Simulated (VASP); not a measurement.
# Sb (Pm-3m) in VASP: notebook

The runs below take Sb through single point, relaxation of cell and atoms, with PBE.

All numbers are computed with VASP 6.6.1; they aren't measurements. Logs are shortened: lines on timing, memory, paths and dates and some standing lists are left out, and cuts for length are marked.

### Step 1. The cell of the first run

The structure is cubic, space group Pm-3m (No. 221). The conventional cell has a = 3.107 Å, b = 3.107 Å, c = 3.107 Å, α = 90.00°, β = 90.00°, γ = 90.00°. Within 4.1 Å of Sb (site symmetry m-3m) lie 6 Sb at 3.11 Å.

This isn't the form of Sb at room conditions, which is rhombohedral.

### Step 2. Single point, PBE

File INCAR:

```
SYSTEM = Sb
ALGO     = Normal         ! electronic algorithm
EDIFF    = 1E-7           ! SCF threshold, eV
ENCUT    = 520            ! plane-wave cutoff, eV
GGA      = PE             ! functional
ISIF     = 2              ! what is computed and relaxed
ISMEAR   = -1             ! smearing method
LASPH    = .TRUE.         ! aspherical terms in the spheres
LCHARG   = .FALSE.        ! write CHGCAR
LREAL    = .FALSE.        ! projectors in reciprocal space
LWAVE    = .FALSE.        ! write WAVECAR
NBANDS   = 8              ! bands
NELM     = 80             ! most SCF steps
PREC     = Accurate       ! precision mode
SIGMA    = 0.05           ! smearing width, eV
```

File KPOINTS:

```
k-points
0
G
  13 13 13
  0 0 0
```

File POSCAR:

```
Sb
1.0
    3.1072664683      0.0000000000      0.0000000000
    0.0000000000      3.1072664683      0.0000000000
    0.0000000000      0.0000000000      3.1072664683
Sb
1
Direct
    0.0000000000      0.0000000000      0.0000000000
```

Potentials or basis: VASP PAW PBE potentials, release 64 (Sb).

Started as:

```bash
cat potpaw_PBE.64/Sb/POTCAR > POTCAR
mpirun -np 1 vasp_std > vasp.out
```

OUTCAR:

```text
SYSTEM = Sb
   EDIFF = 1E-7
   ENCUT = 520
   GGA = PE
   ISIF = 2
   ISMEAR = -1
   LASPH = .TRUE.
   LREAL = .FALSE.
   NELM = 80
   PREC = Accurate

 ion  position               nearest neighbor table
   1  0.000  0.000  0.000-

  LATTYP: Found a simple cubic cell.
 ALAT       =     3.1072664683

  Lattice vectors:

 A1 = (   3.1072664683,   0.0000000000,   0.0000000000)
 A2 = (   0.0000000000,   3.1072664683,   0.0000000000)
 A3 = (   0.0000000000,   0.0000000000,   3.1072664683)

Analysis of symmetry for initial positions (statically):
=====================================================================
 Subroutine PRICEL returns:
 Original cell was already a primitive cell.

 Routine SETGRP: Setting up the symmetry group for a
 simple cubic supercell.

 Subroutine GETGRP returns: Found 48 space group operations
 (whereof 48 operations were pure point group operations)
 out of a pool of 48 trial point group operations.

The static configuration has the point symmetry O_h .

Analysis of symmetry for dynamics (positions and initial velocities):
=====================================================================
 Subroutine PRICEL returns:
 Original cell was already a primitive cell.

 Routine SETGRP: Setting up the symmetry group for a
 simple cubic supercell.

 Subroutine GETGRP returns: Found 48 space group operations
 (whereof 48 operations were pure point group operations)
 out of a pool of 48 trial point group operations.

The dynamic configuration has the point symmetry O_h .

 Subroutine INISYM returns: Found 48 space group operations
 (whereof 48 operations are pure point group operations),
 and found     1 'primitive' translations

----------------------------------------------------------------------------------------

                                     Primitive cell

  volume of cell :      30.0010

  direct lattice vectors                    reciprocal lattice vectors
     3.107266468  0.000000000  0.000000000     0.321826277  0.000000000  0.000000000
     0.000000000  3.107266468  0.000000000     0.000000000  0.321826277  0.000000000
     0.000000000  0.000000000  3.107266468     0.000000000  0.000000000  0.321826277

  length of vectors
     3.107266468  3.107266468  3.107266468     0.321826277  0.321826277  0.321826277
[... 77 lines left out ...]
   ENCUT  =  520.0 eV  38.22 Ry    6.18 a.u.   5.78  5.78  5.78*2*pi/ulx,y,z
   NELM   =     80;   NELMIN=  2; NELMDL= -5     # of ELM steps
   EDIFF  = 0.1E-06   stopping-criterion for ELM
   LREAL  =      F    real-space projection
   EDIFFG = 0.1E-05   stopping-criterion for IOM
   NSW    =      0    number of steps for IOM
   IBRION =     -1    ionic relax: 0-MD 1-quasi-New 2-CG
   NFREE  =      0    steps in history (QN), initial steepest desc. (CG)
   ISIF   =      2    stress and relaxation
   ISYM   =      2    0-nonsym 1-usesym 2-fastsym
   POTIM  = 0.5000    time-step for ionic-motion
   TEBEG  =    0.0;   TEEND  =   0.0 temperature during run
   PSTRESS=    0.0 pullay stress
   NELECT =       5.0000    total number of electrons
   NUPDOWN=      -1.0000    fix difference up-down
   EMIN   =  10.00;   EMAX   =-10.00  energy-range for DOS
   EFERMI =   0.00;   METHOD = LEGACY
   ISMEAR =    -1;   SIGMA  =   0.05  broadening in eV -4-tet -1-fermi 0-gaus
   EFERMI_NEDOS =   21; number of points for ismear=-14 and -15
   IALGO  =     38    algorithm
   IMIX   =      4    mixing-type and parameters
     AMIX     =   0.40;   BMIX     =  1.00
     AMIX_MAG =   1.60;   BMIX_MAG =  1.00
  volume/ion in A,a.u.               =      30.00       202.46
  Fermi-wavevector in a.u.,A,eV,Ry     =   0.900920  1.702492 11.043267  0.811657
  Thomas-Fermi vector in A             =   2.023937
   LORBIT       =      0    0 simple, 1 ext, 2 COOP (PROOUT), +10 PAW based schemes
   GGA     = PE    functional components
   LHFCALC =     F    Hartree Fock is set to
   AEXX    =    0.0000 exact exchange contribution
   IVDW    =     0    specifies the selected vdW correction
   LEPSILON=     F    determine dielectric tensor
   LRPA    =     F    only Hartree local field effects (RPA)
 non-spin polarized calculation
  energy-cutoff  :      520.00
  volume of cell :       30.00
 maximum number of plane-waves:       831
 NGX is ok and might be reduce to    24
   NGX = 11   NGY = 11   NGZ = 11

 number of electron       4.9999999 magnetization

 Free energy of the ion-electron system (eV)
  ---------------------------------------------------
  ext. energy  EPLUGINS =         0.00000000
  ---------------------------------------------------
  free energy    TOTEN  =        -4.10664047 eV

  energy without entropy =       -4.10395917  energy(sigma->0) =       -4.10529982

 E-fermi :   7.1273     XC(G=0):  -9.6005

 val. band max:        7.0927839788   @ k =   0.3077   0.2308   0.1538
 cond. band min:       7.2109189401   @ k =   0.3077   0.2308   0.2308
 fundamental gap:      0.1181349613
 Fermi energy:         7.1272613727

 k-point     1 :       0.0000    0.0000    0.0000
  band No.  band energies     occupation
      1      -5.2798      2.00000
      2      10.3155      0.00000
      3      10.3155      0.00000
      4      10.3155      0.00000
      5      13.9765      0.00000
      6      13.9765      0.00000
      7      15.2893      0.00000
      8      24.6650      0.00000
[... 243 lines left out ...]
 k-point    24 :       0.3846    0.3077    0.0000
  band No.  band energies     occupation
      1      -2.0931      2.00000
      2       3.6670      2.00000
      3       5.6089      2.00000
      4      11.9589      0.00000
      5      13.1525      0.00000
      6      17.3730      0.00000
      7      20.0847      0.00000
      8      20.4502      0.00000

 [... further k-points ...]

------------------------ aborting loop because EDIFF is reached ----------------------------------------

  FORCE on cell =-STRESS in cart. coord.  units (eV):
  Direction    XX          YY          ZZ          XY          YZ          ZX
  --------------------------------------------------------------------------------------
  -------------------------------------------------------------------------------------
  Total       -0.0049902     -0.0049902     -0.0049902     -0.0000000      0.0000000     -0.0000000
  in kB       -0.2664962     -0.2664962     -0.2664962     -0.0000000      0.0000000     -0.0000000
  external PRESSURE =      -0.2664962 kB  Pullay stress =       0.0000000 kB

 VOLUME and BASIS-vectors are now :
 -----------------------------------------------------------------------------
  energy-cutoff  :      520.00
  volume of cell :       30.00
      direct lattice vectors                 reciprocal lattice vectors
     3.107266468  0.000000000  0.000000000     0.321826277  0.000000000  0.000000000
     0.000000000  3.107266468  0.000000000     0.000000000  0.321826277  0.000000000
     0.000000000  0.000000000  3.107266468     0.000000000  0.000000000  0.321826277

 POSITION                                       TOTAL-FORCE (eV/Angst)
 -----------------------------------------------------------------------------------
      0.00000      0.00000      0.00000         0.000000      0.000000      0.000000
 -----------------------------------------------------------------------------------
    total drift:                                0.000000      0.000000      0.000000

  FREE ENERGIE OF THE ION-ELECTRON SYSTEM (eV)
  ---------------------------------------------------
  free  energy   TOTEN  =        -4.1066404660 eV

  energy  without entropy=       -4.1039591718  energy(sigma->0) =       -4.10529982
```

stdout:

```text
POSCAR found type information on POSCAR Sb
 POSCAR found :  1 types and       1 ions
 scaLAPACK will be used
 LDA part: xc-table for (Slater+PW92), standard interpolation
 POSCAR, INCAR and KPOINTS ok, starting setup
 FFT: planning ... GRIDC
 FFT: planning ... GRID_SOFT
 FFT: planning ... GRID
 WAVECAR not read
 entering main loop
```

It took 16 s on 1 thread of AMD EPYC 7R13, shared host; peak memory 0.12 GiB.

Results:

* Free energy: -4.1066 eV
* Pressure: 0.0 GPa
* Band gap on the k mesh: zero (an odd number of electrons rules out a gap without spin polarisation)

Levels at points of the mesh, in eV from the Fermi level:
| k point | band 1 | band 2 | band 3 | band 4 | band 5 | band 6 |
| --- | --- | --- | --- | --- | --- | --- |
| (0.00, 0.00, 0.00) | -12.41 | 3.19 | 3.19 | 3.19 | 6.85 | 6.85 |

Caveat: spin-orbit coupling is left out, which moves the levels of the heavy elements.

### Step 3. Single point, PBE

File INCAR:

```
PREC = Accurate
ENCUT = 520
EDIFF = 1E-6
ISMEAR = -1
SIGMA = 0.05
LREAL = F
LASPH = T
NELM = 100
ALGO = Normal
ISIF = 2
LWAVE = F
LCHARG = F
GGA = PE
NBANDS = 8
```

File KPOINTS:

```
regular mesh
0
Gamma
  13 13 13
```

POSCAR is that of step 2.

Potentials or basis: VASP PAW PBE potentials, release 64 (Sb).

Started as:

```bash
cat potpaw_PBE.64/Sb/POTCAR > POTCAR
mpirun -np 1 vasp_std > vasp.out
```

It took 15 s on 1 thread of AMD EPYC 7R13, shared host; peak memory 0.12 GiB.

The run converged. Its results:

```
Free energy            : -4.1066 eV
Pressure               : 0.0 GPa
Band gap on the k mesh : zero (an odd number of electrons rules out a gap without spin polarisation)
```

Levels at points of the mesh, in eV from the Fermi level:
```csv
k point,band 1,band 2,band 3,band 4,band 5,band 6
"(0.00, 0.00, 0.00)",-12.41,3.19,3.19,3.19,6.85,6.85
```

Caveat: spin-orbit coupling is left out, which moves the levels of the heavy elements.

### Step 4. Relaxation of cell and atoms, PBE

This run uses another cell than the first one, of 30.24 Å³/atom.

File INCAR:

```
SYSTEM = Sb
PREC = Accurate ; ENCUT = 600
EDIFF = 1E-6 ; ISMEAR = -1
SIGMA = 0.05 ; LREAL = .FALSE.
LASPH = .TRUE. ; NELM = 60
ALGO = Normal ; ISIF = 3
LWAVE = .FALSE. ; LCHARG = .FALSE.
GGA = PE ; IBRION = 2
NSW = 60 ; EDIFFG = -0.005
```

File KPOINTS:

```
Automatic mesh
0
G
  13 13 13
  0 0 0
```

File POSCAR:

```
Sb
1.0
    3.1154964611      0.0000000000      0.0000000000
    0.0000000000      3.1154964611      0.0000000000
    0.0000000000      0.0000000000      3.1154964611
Sb
1
Direct
    0.0000000000      0.0000000000      0.0000000000
```

Started as:

```bash
cat potpaw_PBE.64/Sb/POTCAR > POTCAR
mpirun -np 1 vasp_std > vasp.out
```

Run time: 31 s. Hardware: 1 thread of AMD EPYC 7R13, shared host; peak memory 0.14 GiB.

Results (log left out):

| Property | Result |
| --- | --- |
| Free energy | -4.1067 eV |
| Relaxed volume | 29.98 Å³/atom |
| Relaxed cell | a = 3.107 Å, b = 3.107 Å, c = 3.107 Å, α = 90.00°, β = 90.00°, γ = 90.00° |
| Space group after relaxing (to 0.1 Å) | Pm-3m (No. 221) |
| Energy gained by relaxing | 0.4 meV/atom |
| Ionic steps | 3 |
| Pressure after relaxing | 0.0 GPa |
| Band gap on the k mesh | zero (an odd number of electrons rules out a gap without spin polarisation) |

Step by step:
| step | energy change (eV) | largest force (eV/Å) | pressure (GPa) | volume (Å³) |
| --- | --- | --- | --- | --- |
| 1 | 0.0000 | 0.0000 | -0.47 | 30.24 |
| 2 | -0.0003 | 0.0000 | 0.25 | 29.86 |
| 3 | -0.0004 | 0.0000 | 0.01 | 29.98 |

Final structure:
```yaml
crystal:
  lattice:
    - [3.10664, 0.00000, 0.00000]
    - [0.00000, 3.10664, 0.00000]
    - [0.00000, 0.00000, 3.10664]
  atoms:
    - { symbol: Sb, position: [0.00000, 0.00000, 0.00000] }
```

Levels at points of the mesh, in eV from the Fermi level:
```
           k point  band 1  band 2  band 3  band 4  band 5
(0.00, 0.00, 0.00)  -12.41    3.19    3.19    3.19    6.85
```

Caveat: spin-orbit coupling is left out, which moves the levels of the heavy elements.
